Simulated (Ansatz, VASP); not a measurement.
**Ga3BiAs2: VASP beside Ansatz**

File POSCAR:

```
Ga3BiAs2
1.0
    4.2546039473      0.0000000000      0.0000000000
   -2.1273019737      3.6845951014      0.0000000000
    0.0000000000      0.0000000000     10.4374243382
As Bi Ga
2 1 3
Direct
    0.0000000000      0.0000000000      0.0104119404
    0.3333333333      0.6666666667      0.3245873457
    0.6666666667      0.3333333333      0.6640402504
    0.3333333333      0.6666666667      0.0831291718
    0.6666666667      0.3333333333      0.3958342070
    0.0000000000      0.0000000000      0.7719970847
```

File INCAR.step1:

```
SYSTEM = Ga3BiAs2
ALGO = Normal
EDIFF = 1E-4
ENCUT = 520
GGA = PE
ISMEAR = -1
LASPH = .TRUE.
LCHARG = .FALSE.
LREAL = .FALSE.
LWAVE = .TRUE.
NBANDS = 41
NELM = 60
PREC = Accurate
SIGMA = 0.02
```

File INCAR.step2:

```
SYSTEM = Ga3BiAs2
ALGO = Normal
EDIFF = 1E-7
ENCUT = 520
ISIF = 2
ISMEAR = -1
ISTART = 1
LASPH = .TRUE.
LCHARG = .TRUE.
LELF = .TRUE.
LMIXTAU = .TRUE.
LREAL = .FALSE.
LVHAR = .TRUE.
LWAVE = .FALSE.
METAGGA = R2SCAN
NBANDS = 41
NELM = 60
PREC = Accurate
SIGMA = 0.02
```

Contents of KPOINTS:

```
k-points
0
G
  6 6 2
  0 0 0
```

Input for Ansatz:

```yaml
crystal:
  lattice:
    - [4.2546039473, 0.0, 0.0]
    - [-2.1273019737, 3.6845951014, 0.0]
    - [0.0, 0.0, 10.4374243382]
  atoms:
    - { symbol: As, position: [0.0, 0.0, 0.0104119404] }
    - { symbol: As, position: [0.3333333333, 0.6666666667, 0.3245873457] }
    - { symbol: Bi, position: [0.6666666667, 0.3333333333, 0.6640402504] }
    - { symbol: Ga, position: [0.3333333333, 0.6666666667, 0.0831291718] }
    - { symbol: Ga, position: [0.6666666667, 0.3333333333, 0.395834207] }
    - { symbol: Ga, position: [0.0, 0.0, 0.7719970847] }
kpoints:
  mp_grid: { grid: [6, 6, 2] }
hamiltonian:
  xc: r2scan
scf:
  occupations: { method: fermi_dirac, width: 0.02 }
  n_extra_bands: 5
output:
  forces: true
  stress: true
  eigenvalues: true
```

Alike in both runs: task single point; functional r2SCAN; k mesh 6 × 6 × 2; occupations fermi-dirac, width 0.02 eV; no spin polarisation.

|  | VASP | Ansatz |
| --- | --- | --- |
| version | VASP 6.6.1 | Ansatz 0.2.0 |
| potentials or method | VASP PAW PBE potentials, release 64 (As, Bi_d, Ga_d) | plane waves, PAW |
| plane-wave cutoff (eV) | 520 | 500 |
| valence electrons in the cell | 64 | 84 |

```csv
,VASP,Ansatz,Ansatz less VASP
pressure (GPa),-3.0,-3.0,-0.02
"traceless stress, the component that is largest in VASP (GPa)",0.06,0.05,-0.009
rms of the force components (eV/Å),0.037,0.037,-0.0002
```

VASP's potentials were made for PBE, not for r2SCAN. Atom by atom the forces differ by 0.004 eV/Å (rms over components). VASP's potentials hold 64 valence electrons a cell and Ansatz's 84, so a difference there can come from the potentials and not from the codes.

Neither program's run includes spin-orbit coupling.
